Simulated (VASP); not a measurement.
# CuI (P4/nmm) in VASP: notebook

Aim: see how the results for CuI move with the level of theory and the settings. Levels: PBEsol, PBE. Tasks: single point.

All numbers are computed with VASP 6.6.1; they aren't measurements. Logs are shortened: lines on timing, memory, paths and dates and some standing lists are left out, and cuts for length are marked.

### 1 The cell of the first run

The structure is tetragonal, space group P4/nmm (No. 129). The conventional cell has a = 3.802 Å, b = 3.802 Å, c = 5.648 Å, α = 90.00°, β = 90.00°, γ = 90.00°. Within 3.4 Å of I (site symmetry 4mm) lie 4 Cu at 2.56 Å. Cu (site symmetry -4m2) has 4 I at 2.56 Å and 4 Cu at 2.69 Å within 3.4 Å.

### 2 Single point, PBEsol

The input, INCAR:

```
PREC = Accurate ; ENCUT = 520
EDIFF = 1E-6 ; ISMEAR = -1
SIGMA = 0.05 ; LREAL = F
LASPH = T ; NELM = 100
ALGO = Normal ; ISIF = 2
LWAVE = F ; LCHARG = F
GGA = PS ; NBANDS = 26
```

The input, KPOINTS:

```
regular mesh
0
Gamma
  7 7 4
```

The input, POSCAR:

```
CuI
1.0
    3.8024157805      0.0000000000      0.0000000000
    0.0000000000      3.8024157805      0.0000000000
    0.0000000000      0.0000000000      5.6479809206
I Cu
2 2
Direct
    0.0000000000      0.5000000000      0.6973472552
    0.5000000000      0.0000000000      0.3026527448
    0.0000000000      0.0000000000      0.0000000000
    0.5000000000      0.5000000000      0.0000000000
```

Potentials or basis: VASP PAW PBE potentials, release 64 (I, Cu).

Started as:

```sh
$ cat potpaw_PBE.64/I/POTCAR potpaw_PBE.64/Cu/POTCAR > POTCAR
$ mpirun -np 1 vasp_std > vasp.out
```

OUTCAR:

```text
PREC = Accurate
   ENCUT = 520
   EDIFF = 1E-6
   ISMEAR = -1
   LREAL = F
   LASPH = T
   NELM = 100
   ISIF = 2
   GGA = PS

 ion  position               nearest neighbor table
   1  0.000  0.500  0.697-   3 2.56   4 2.56   3 2.56   4 2.56   2 3.49   2 3.49   2 3.49   2 3.49

   2  0.500  0.000  0.303-   3 2.56   4 2.56   4 2.56   3 2.56   1 3.49   1 3.49   1 3.49   1 3.49

   3  0.000  0.000  0.000-   1 2.56   2 2.56   1 2.56   2 2.56   4 2.69   4 2.69   4 2.69   4 2.69

   4  0.500  0.500  0.000-   1 2.56   2 2.56   2 2.56   1 2.56   3 2.69   3 2.69   3 2.69   3 2.69

  LATTYP: Found a simple tetragonal cell.
 ALAT       =     3.8024157805
 C/A-ratio  =     1.4853664740

  Lattice vectors:

 A1 = (   3.8024157805,   0.0000000000,   0.0000000000)
 A2 = (   0.0000000000,   3.8024157805,   0.0000000000)
 A3 = (   0.0000000000,   0.0000000000,   5.6479809206)

Analysis of symmetry for initial positions (statically):
=====================================================================
 Subroutine PRICEL returns:
 Original cell was already a primitive cell.

 Routine SETGRP: Setting up the symmetry group for a
 simple tetragonal supercell.

 Subroutine GETGRP returns: Found 16 space group operations
 (whereof  8 operations were pure point group operations)
 out of a pool of 16 trial point group operations.

The static configuration has the point symmetry D_2d.
 The point group associated with its full space group is D_4h.

Analysis of symmetry for dynamics (positions and initial velocities):
=====================================================================
 Subroutine PRICEL returns:
 Original cell was already a primitive cell.

 Routine SETGRP: Setting up the symmetry group for a
 simple tetragonal supercell.

 Subroutine GETGRP returns: Found 16 space group operations
 (whereof  8 operations were pure point group operations)
 out of a pool of 16 trial point group operations.

The dynamic configuration has the point symmetry D_2d.
 The point group associated with its full space group is D_4h.

 Subroutine INISYM returns: Found 16 space group operations
 (whereof  8 operations are pure point group operations),
 and found     1 'primitive' translations

[... 90 lines left out ...]
   ISTART =      0    job   : 0-new  1-cont  2-samecut
   ICHARG =      2    charge: 1-file 2-atom 10-const
   ISPIN  =      1    spin polarized calculation?
   LNONCOLLINEAR =      F non collinear calculations
   LSORBIT =      F    spin-orbit coupling
   LASPH  =      T    aspherical Exc in radial PAW
   ENCUT  =  520.0 eV  38.22 Ry    6.18 a.u.   7.07  7.07 10.50*2*pi/ulx,y,z
   NELM   =    100;   NELMIN=  2; NELMDL= -5     # of ELM steps
   EDIFF  = 0.1E-05   stopping-criterion for ELM
   LREAL  =      F    real-space projection
   EDIFFG = 0.1E-04   stopping-criterion for IOM
   NSW    =      0    number of steps for IOM
   IBRION =     -1    ionic relax: 0-MD 1-quasi-New 2-CG
   NFREE  =      0    steps in history (QN), initial steepest desc. (CG)
   ISIF   =      2    stress and relaxation
   ISYM   =      2    0-nonsym 1-usesym 2-fastsym
   POTIM  = 0.5000    time-step for ionic-motion
   TEBEG  =    0.0;   TEEND  =   0.0 temperature during run
   PSTRESS=    0.0 pullay stress
   NELECT =      36.0000    total number of electrons
   NUPDOWN=      -1.0000    fix difference up-down
   EMIN   =  10.00;   EMAX   =-10.00  energy-range for DOS
   EFERMI =   0.00;   METHOD = LEGACY
   ISMEAR =    -1;   SIGMA  =   0.05  broadening in eV -4-tet -1-fermi 0-gaus
   EFERMI_NEDOS =   21; number of points for ismear=-14 and -15
   IALGO  =     38    algorithm
   IMIX   =      4    mixing-type and parameters
     AMIX     =   0.40;   BMIX     =  1.00
     AMIX_MAG =   1.60;   BMIX_MAG =  1.00
  volume/ion in A,a.u.               =      20.42       137.77
  Fermi-wavevector in a.u.,A,eV,Ry     =   1.245962  2.354527 21.121980  1.552422
  Thomas-Fermi vector in A             =   2.380161
   LORBIT       =      0    0 simple, 1 ext, 2 COOP (PROOUT), +10 PAW based schemes
   GGA     = PS    functional components
   LHFCALC =     F    Hartree Fock is set to
   AEXX    =    0.0000 exact exchange contribution
   IVDW    =     0    specifies the selected vdW correction
   LEPSILON=     F    determine dielectric tensor
   LRPA    =     F    only Hartree local field effects (RPA)
 non-spin polarized calculation
  energy-cutoff  :      520.00
  volume of cell :       81.66
 maximum number of plane-waves:      2228
   NGX = 15   NGY = 15   NGZ = 21

 number of electron      35.9999962 magnetization

 Free energy of the ion-electron system (eV)
  ---------------------------------------------------
  ext. energy  EPLUGINS =         0.00000000
  ---------------------------------------------------
  free energy    TOTEN  =       -12.16126055 eV

  energy without entropy =      -12.16126054  energy(sigma->0) =      -12.16126054

 E-fermi :   8.8535     XC(G=0): -10.7719

 val. band max:        8.0856815462   @ k =   0.0000   0.0000   0.0000
 cond. band min:       9.5847385324   @ k =   0.0000   0.0000   0.0000
 fundamental gap:      1.4990569862
 Fermi energy:         8.8534900476

 k-point     1 :       0.0000    0.0000    0.0000
  band No.  band energies     occupation
      1      -7.5585      2.00000
      2      -5.8274      2.00000
      3       0.3960      2.00000
      4       3.4077      2.00000
      5       3.5486      2.00000
      6       3.5486      2.00000
[... 685 lines left out ...]
     25      15.3367      0.00000
     26      15.7236      0.00000

 [... further k-points ...]

------------------------ aborting loop because EDIFF is reached ----------------------------------------

  FORCE on cell =-STRESS in cart. coord.  units (eV):
  Direction    XX          YY          ZZ          XY          YZ          ZX
  --------------------------------------------------------------------------------------
  -------------------------------------------------------------------------------------
  Total        5.1859987      5.1859987      5.1430722      0.0000000      0.0000000     -0.0000000
  in kB      101.7490963    101.7490963    100.9068787      0.0000000      0.0000000     -0.0000000
  external PRESSURE =     101.4683571 kB  Pullay stress =       0.0000000 kB

 VOLUME and BASIS-vectors are now :
 -----------------------------------------------------------------------------
  energy-cutoff  :      520.00
  volume of cell :       81.66
      direct lattice vectors                 reciprocal lattice vectors
     3.802415781  0.000000000  0.000000000     0.262990703  0.000000000  0.000000000
     0.000000000  3.802415781  0.000000000     0.000000000  0.262990703  0.000000000
     0.000000000  0.000000000  5.647980921     0.000000000  0.000000000  0.177054422

 POSITION                                       TOTAL-FORCE (eV/Angst)
 -----------------------------------------------------------------------------------
      0.00000      1.90121      3.93860         0.000000     -0.000000     -0.023888
      1.90121      0.00000      1.70938         0.000000      0.000000      0.023888
      0.00000      0.00000      0.00000         0.000000     -0.000000     -0.000000
      1.90121      1.90121      0.00000         0.000000      0.000000     -0.000000
 -----------------------------------------------------------------------------------
    total drift:                                0.000000      0.000000      0.000000

  FREE ENERGIE OF THE ION-ELECTRON SYSTEM (eV)
  ---------------------------------------------------
  free  energy   TOTEN  =       -12.1612605458 eV

  energy  without entropy=      -12.1612605357  energy(sigma->0) =      -12.16126054
```

stdout:

```text
POSCAR found type information on POSCAR I Cu
 POSCAR found :  2 types and       4 ions
 scaLAPACK will be used
 -----------------------------------------------------------------------------
|                                                                             |
|                                                                             |
|     You enforced a specific xc type in the INCAR file but a different       |
|     I HOPE YOU KNOW WHAT YOU ARE DOING!                                     |
|                                                                             |
 -----------------------------------------------------------------------------

 LDA part: xc-table for (Slater+PW92), standard interpolation
 POSCAR, INCAR and KPOINTS ok, starting setup
 FFT: planning ... GRIDC
 FFT: planning ... GRID_SOFT
 FFT: planning ... GRID
 WAVECAR not read
 entering main loop
```

Run time: 34 s. Hardware: 1 thread of Intel Xeon Platinum 8488C (Sapphire Rapids), shared host; peak memory 0.2 GiB.

What came out:

```yaml
Free_energy: -12.1613 eV
Pressure: 10.1 GPa
Largest_force: 0.024 eV/Å
Band_gap_on_the_k_mesh: 1.50 eV, direct
```

Forces on the atoms (eV/Å):
```
I    0.000  0.000 -0.024
I    0.000  0.000  0.024
Cu   0.000  0.000  0.000
Cu   0.000  0.000  0.000
```

Caveat: the PAW data sets were made with another functional, which shifts forces and pressure a little; spin-orbit coupling is left out, which moves the levels of the heavy elements. A k mesh can miss the band edges.

### 3 Single point, PBEsol

This run uses another cell than the first one, of 22.00 Å³/atom, 1.077 times its volume.

The input, INCAR:

```
PREC = Accurate ; ENCUT = 520
EDIFF = 1E-7 ; ISMEAR = -1
SIGMA = 0.05 ; LREAL = False
LASPH = True ; NELM = 100
ALGO = Normal ; ISIF = 2
LWAVE = False ; LCHARG = False
GGA = PS ; NBANDS = 26
```

The input, KPOINTS:

```
Automatic mesh
0
Gamma
  7 7 4
```

The input, POSCAR:

```
CuI
1.0
    3.8838563805      0.0000000000      0.0000000000
    0.0000000000      3.8838563805      0.0000000000
    0.0000000000      0.0000000000      5.8328963890
I Cu
2 2
Direct
    0.0000000000      0.5000000000      0.7075066229
    0.5000000000      0.0000000000      0.2924933771
    0.0000000000      0.0000000000      0.0000000000
    0.5000000000      0.5000000000      0.0000000000
```

Potentials or basis: VASP PAW PBE potentials, release 64 (I, Cu).

Started as:

```sh
$ cat potpaw_PBE.64/I/POTCAR potpaw_PBE.64/Cu/POTCAR > POTCAR
$ mpirun -np 1 vasp_std > vasp.out
```

It took 53 s on 1 thread of Intel Xeon Platinum 8488C (Sapphire Rapids), shared host; peak memory 0.23 GiB.

The run converged. Its results:

```yaml
Free_energy: -12.4554 eV
Pressure: 5.2 GPa
Largest_force: 0.022 eV/Å
Band_gap_on_the_k_mesh: 1.48 eV, direct
```

Forces in eV/Å, atoms in the order of the input:
```
I    0.000  0.000 -0.022
I    0.000  0.000  0.022
Cu   0.000  0.000  0.000
Cu   0.000  0.000  0.000
```

Levels at points of the mesh, in eV from the valence-band top:
| k point | band 14 | band 15 | band 16 | band 17 | band 18 | band 19 | band 20 | band 21 | band 22 | band 23 |
| --- | --- | --- | --- | --- | --- | --- | --- | --- | --- | --- |
| (0.00, 0.00, 0.00) | -2.04 | -1.68 | -1.50 | 0.00 | 0.00 | 1.48 | 2.84 | 3.25 | 4.36 | 4.36 |
| (0.00, 0.00, 0.50) | -1.75 | -1.75 | -1.68 | -0.97 | -0.97 | 3.42 | 3.50 | 3.59 | 3.96 | 4.77 |

Caveat: the PAW data sets were made with another functional, which shifts forces and pressure a little; spin-orbit coupling is left out, which moves the levels of the heavy elements. Expect the measured gap to be larger: semilocal functionals such as PBEsol lack the derivative discontinuity.

### 4 Single point, PBEsol

This run uses another cell than the first one, of 25.99 Å³/atom, 1.273 times its volume.

The input, INCAR:

```
PREC = Accurate
ENCUT = 520
EDIFF = 1E-7
ISMEAR = -1
SIGMA = 0.05
LREAL = F
LASPH = T
NELM = 80
ALGO = Normal
ISIF = 2
LWAVE = F
LCHARG = F
GGA = PS
NBANDS = 26
```

KPOINTS is that of step 3.

The input, POSCAR:

```
CuI
1.0
    4.0039022026      0.0000000000      0.0000000000
    0.0000000000      4.0039022026      0.0000000000
    0.0000000000      0.0000000000      6.4848047349
I Cu
2 2
Direct
    0.0000000000      0.5000000000      0.7387586873
    0.5000000000      0.0000000000      0.2612413127
    0.0000000000      0.0000000000      0.0000000000
    0.5000000000      0.5000000000      0.0000000000
```

Started as:

```sh
$ cat potpaw_PBE.64/I/POTCAR potpaw_PBE.64/Cu/POTCAR > POTCAR
$ mpirun -np 1 vasp_std > vasp.out
```

Run time: 53 s. Hardware: 1 thread of Intel Xeon Platinum 8488C (Sapphire Rapids), shared host; peak memory 0.23 GiB.

The run converged. Its results:

| Property | Result |
| --- | --- |
| Free energy | -12.6461 eV |
| Pressure | 0.1 GPa |
| Largest force | 0.019 eV/Å |
| Band gap on the k mesh | 1.53 eV, direct |

Forces on the atoms (eV/Å):
```
I    0.000  0.000 -0.019
I    0.000  0.000  0.019
Cu   0.000  0.000  0.000
Cu   0.000  0.000  0.000
```

Levels at points of the mesh, in eV from the valence-band top:
| k point | band 16 | band 17 | band 18 | band 19 | band 20 | band 21 |
| --- | --- | --- | --- | --- | --- | --- |
| (0.00, 0.00, 0.00) | -0.96 | 0.00 | 0.00 | 1.53 | 3.14 | 3.32 |
| (0.00, 0.00, 0.50) | -1.28 | -0.34 | -0.34 | 3.32 | 3.37 | 3.46 |

Caveat: the PAW data sets were made with another functional, which shifts forces and pressure a little; spin-orbit coupling is left out, which moves the levels of the heavy elements; this functional lacks dispersion, which binds the layers, so the pressure and a relaxed spacing across them are unreliable.

### 5 Single point, PBE (volume scaled by 0.96)

The input, INCAR:

```
PREC = Accurate
ENCUT = 520
EDIFF = 1E-6
ISMEAR = -1
SIGMA = 0.05
LREAL = F
LASPH = T
NELM = 80
ALGO = Normal
ISIF = 2
LWAVE = F
LCHARG = F
GGA = PE
NBANDS = 26
```

The input, KPOINTS:

```
regular mesh
0
Gamma
  7 7 4
```

The input, POSCAR:

```
CuI
1.0
    4.0349164921      0.0000000000      0.0000000000
    0.0000000000      4.0349164921      0.0000000000
    0.0000000000      0.0000000000      6.4629139691
I Cu
2 2
Direct
    0.0000000000      0.5000000000      0.7430343600
    0.5000000000      0.0000000000      0.2569656400
    0.0000000000      0.0000000000      0.0000000000
    0.5000000000      0.5000000000      0.0000000000
```

Started as:

```sh
$ cat potpaw_PBE.64/I/POTCAR potpaw_PBE.64/Cu/POTCAR > POTCAR
$ mpirun -np 1 vasp_std > vasp.out
```

It took 2.1 min on 1 thread of Intel Xeon 8259CL, shared host; peak memory 0.24 GiB.

Results (log left out):

- Free energy: -11.0174 eV
- Pressure: 3.6 GPa
- Largest force: 0.539 eV/Å
- Band gap on the k mesh: 1.70 eV, direct

Forces in eV/Å, atoms in the order of the input:
```
I    0.000  0.000 -0.539
I    0.000  0.000  0.539
Cu   0.000  0.000  0.000
Cu   0.000  0.000  0.000
```

Stress tensor (GPa, compression positive):
```
3.43 0.00 0.00
0.00 3.43 0.00
0.00 0.00 3.83
```

Levels at points of the mesh, in eV from the valence-band top:
```csv
k point,band 14,band 15,band 16,band 17,band 18,band 19,band 20,band 21,band 22,band 23
"(0.00, 0.00, 0.00)",-1.49,-1.28,-0.84,0.00,0.00,1.70,3.05,3.33,4.97,4.97
"(0.00, 0.00, 0.50)",-1.42,-1.42,-1.28,-0.31,-0.31,3.26,3.41,3.52,4.32,5.75
```

Caveat: the cell differs from its parent crystal (volume scaled by 0.96); spin-orbit coupling is left out, which moves the levels of the heavy elements; this functional lacks dispersion, which binds the layers, so the pressure and a relaxed spacing across them are unreliable.

### 6 The runs side by side

```csv
level,cell,gap on the mesh (eV),pressure (GPa),largest force (eV/Å)
PBEsol,"a = 3.802, b = 3.802, c = 5.648 Å, 4 atoms",1.50,10.1,0.02
PBEsol,"a = 3.884, b = 3.884, c = 5.833 Å, 4 atoms",1.48,5.2,0.02
PBEsol,"a = 4.004, b = 4.004, c = 6.485 Å, 4 atoms",1.53,0.1,0.02
PBE,"a = 4.035, b = 4.035, c = 6.463 Å, 4 atoms",1.70,3.6,0.54
```

Alike in all rows: task single point; potentials or basis VASP PAW PBE potentials, release 64 (I, Cu); no spin polarisation; k mesh 7 × 7 × 4; cutoff (eV) 520; smearing fermi-dirac 0.05 eV.

Caveats: spin-orbit coupling is left out, which moves the levels of the heavy elements; the PAW data sets were made with another functional, which shifts forces and pressure a little (some runs); this functional lacks dispersion, which binds the layers, so the pressure and a relaxed spacing across them are unreliable (some runs).

Total energies depend on the potentials used, so only differences within one code and one set of settings carry meaning.
